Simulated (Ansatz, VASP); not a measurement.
# Two plane-wave programs on ZnS

```
Zn S
1.0
     0.00000    2.69409    2.69409
     2.69409    0.00000    2.69409
     2.69409    2.69409    0.00000
Zn S
1 1
Direct
  0.00000 0.00000 0.00000
  0.25000 0.25000 0.25000
```

Alike in both runs: task single point; functional r2SCAN; k mesh 8 × 8 × 8; no spin polarisation.

|  | VASP | Ansatz |
| --- | --- | --- |
| version | VASP 6.6.1 | Ansatz 0.2.0 |
| potentials or method | VASP PAW PBE potentials, release 64 (Zn, S) | plane waves, PAW |
| plane-wave cutoff (eV) | 520 | 500 |
| occupations | gaussian, width 0.01 eV | fixed |
| valence electrons in the cell | 18 | 18 |

Ansatz gave:

```
gap on the k mesh at the Fermi level (eV) : 2.71
pressure (GPa)                            : 0.0
```

Task: Which values does VASP return?

Result: gap on the k mesh at the Fermi level (eV): 2.72; pressure (GPa): 0.0.

VASP's potentials were made for PBE, not for r2SCAN.
